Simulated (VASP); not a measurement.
Here is a VASP 6.6.1 calculation.

The input INCAR:

```
SYSTEM = ZnRe
PREC = Accurate ; ENCUT = 560
EDIFF = 1E-6 ; ISMEAR = 0
SIGMA = 0.1 ; LREAL = .FALSE.
LASPH = .TRUE. ; NELM = 120
ALGO = Normal ; ISIF = 2
LWAVE = .FALSE. ; LCHARG = .FALSE.
GGA = PE ; NBANDS = 20
GGA_COMPAT = .FALSE.
```

KPOINTS

```
regular mesh
0
G
  6 6 4
  0 0 0
```

Contents of POSCAR:

```
ZnRe
1.0
    2.7482183437      0.0000000000      0.0000000000
   -1.3741091718      2.3800269008      0.0000000000
    0.0000000000      0.0000000000      4.4940660000
Zn Re
1 1
Direct
    0.0000000000      0.0000000000      0.0000000000
    0.3333333300      0.6666666700      0.5000000000
```

Potentials or basis: VASP PAW PBE potentials, release 64 (Zn, Re_sv_GW).

Launch:

```sh
$ cat potpaw_PBE.64/Zn/POTCAR potpaw_PBE.64/Re_sv_GW/POTCAR > POTCAR
$ mpirun -np 1 vasp_std > vasp.out
```

Estimate the pressure.

-1.3 GPa.

What does it give for the band gap on the k mesh?

Zero (an odd number of electrons rules out a gap without spin polarisation).

Stress tensor (GPa, compression positive):
```
-1.23  0.00  0.00
 0.00 -1.23  0.00
 0.00  0.00 -1.43
```

Caveat: the k points lie up to 0.44 Å⁻¹ apart, too coarse for converged energies and pressures of a metal; spin-orbit coupling is left out, which moves the levels of the heavy elements.
